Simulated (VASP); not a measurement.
Crystal: In2SbN.

```
In Sb N
1.0
     4.06656    0.00000    0.00000
    -2.03328    3.52174    0.00000
     0.00000    0.00000    5.33593
In Sb N
2 1 1
Direct
  0.00000 0.00000 0.74682
  0.00000 0.00000 0.25318
  0.66667 0.33333 0.50000
  0.33333 0.66667 0.00000
```

The cell was generated, and may not be a known phase.

```yaml
Program: VASP 6.6.1
Task: relaxation of cell and atoms
Functional: PBE
Potentials_or_basis: VASP PAW PBE potentials, release 64 (In_d, Sb_d_GW, N)
Cutoff: 700 eV
k_mesh: 6 × 6 × 4
Occupations: gaussian, width 0.1 eV
Spin: no spin polarisation
```

At the start: pressure 21.6 GPa; volume 19.10 Å³/atom.

**Question.** Where does the relaxation end?

**Answer.** Over 15 steps the energy falls by 907.3 meV/atom and the volume is 20.37 Å³/atom (+6.6 %); space group P-6m2 (No. 187, to 0.1 Å) before and after.

The path:
```csv
step,energy change (eV),largest force (eV/Å),pressure (GPa),volume (Å³)
1,0.0000,4.3198,21.61,76.42
2,-1.4321,0.6179,-6.65,108.25
3,-1.6869,0.0238,-2.12,95.77
4,-2.1610,0.7371,-2.80,93.64
5,-2.9252,2.4232,-1.03,84.68
6,-3.1853,2.0140,-0.33,82.37
7,-3.3898,1.7075,1.09,79.57
8,-3.2846,0.3050,10.29,73.47
9,-3.5100,1.0872,3.11,77.51
10,-3.5118,0.8433,4.11,76.76
11,-3.6239,0.2186,0.32,80.89
12,-3.6279,0.0757,-0.45,81.92
13,-3.6279,0.0903,-0.36,81.82
14,-3.6292,0.0537,0.23,81.38
15,-3.6293,0.0240,0.07,81.47
```

Final structure:
```xyz
4
Lattice="3.4112 0.0000 0.0000 -1.7056 2.9542 0.0000 0.0000 0.0000 8.0843" Properties=species:S:1:pos:R:3 pbc="T T T"
In    0.0000    0.0000    6.6497
In    0.0000    0.0000    1.4346
Sb    1.7056    0.9847    4.0422
N     0.0000    1.9694    0.0000
```

Caveat: a cell axis changed by over 15 % at a fixed basis, so the end point is rough.
